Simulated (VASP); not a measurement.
# GaN: relaxation of cell and atoms with r2SCAN+rVV10

Crystal: GaN.

```xyz
2
Lattice="2.7019 0.0000 0.0000 0.0000 2.7019 0.0000 0.0000 0.0000 2.7019" Properties=species:S:1:pos:R:3 pbc="T T T"
Ga    0.0000    0.0000    0.0000
N     1.3509    1.3509    1.3509
```

```
Program                : VASP 6.6.1
Task                   : relaxation of cell and atoms
Functional             : r2SCAN
Dispersion             : rVV10
Potentials or basis    : VASP PAW PBE potentials, release 64 (Ga_d, N)
Cutoff                 : 600 eV
k mesh                 : 8 × 8 × 8
Occupations            : fermi-dirac, width 0.03 eV
Spin                   : no spin polarisation
Dipole correction      : no
Further INCAR settings : ALGO = Normal; EDIFF = 1e-07; IBRION = 2; EDIFFG = -0.01; NSW = 100; ISIF = 3
```

```
Relaxed volume                         : 9.75 Å³/atom
Relaxed cell                           : a = 2.692 Å, b = 2.692 Å, c = 2.692 Å, α = 90.00°, β = 90.00°, γ = 90.00°
Space group after relaxing (to 0.05 Å) : Pm-3m (No. 221)
Energy gained by relaxing              : 0.8 meV/atom
Ionic steps                            : 4
Pressure after relaxing                : 0.0 GPa
Band gap on the k mesh                 : zero (band 9 reaches 8.56 eV, above the bottom of band 10 at 6.98 eV)
```

Step by step:
| step | energy change (eV) | largest force (eV/Å) | pressure (GPa) | volume (Å³) |
| --- | --- | --- | --- | --- |
| 1 | 0.0000 | 0.0000 | -1.91 | 19.72 |
| 2 | -0.0012 | 0.0000 | 1.06 | 19.39 |
| 3 | -0.0015 | 0.0000 | 0.19 | 19.48 |
| 4 | -0.0015 | 0.0000 | -0.01 | 19.51 |

Final structure:
```yaml
crystal:
  lattice:
    - [2.69187, 0.00000, 0.00000]
    - [0.00000, 2.69187, 0.00000]
    - [0.00000, 0.00000, 2.69187]
  atoms:
    - { symbol: Ga, position: [0.00000, 0.00000, 0.00000] }
    - { symbol: N, position: [0.50000, 0.50000, 0.50000] }
```

Levels at points of the mesh, in eV from the Fermi level:
| k point | band 6 | band 7 | band 8 | band 9 | band 10 | band 11 | band 12 | band 13 |
| --- | --- | --- | --- | --- | --- | --- | --- | --- |
| (0.00, 0.00, 0.00) | -15.68 | -1.59 | -1.59 | -1.59 | -1.41 | 10.42 | 10.42 | 15.02 |
| (0.50, 0.00, 0.00) | -15.66 | -10.05 | -0.04 | -0.04 | 4.05 | 5.75 | 11.47 | 11.47 |
| (0.50, 0.50, 0.00) | -12.88 | -6.91 | -6.91 | -2.54 | 0.39 | 9.16 | 9.16 | 14.61 |
| (0.50, 0.50, 0.50) | -12.79 | -3.44 | -3.44 | -3.44 | 1.51 | 1.51 | 1.51 | 3.75 |

Run time: 4.2 min on 1 thread of Intel(R) Xeon(R) Platinum 8259CL CPU @ 2.50GHz (Skylake/Cascade Lake), on a shared host, peak memory 0.22 GiB.

Caveat: the PAW data sets were made with another functional, which shifts forces and pressure a little.
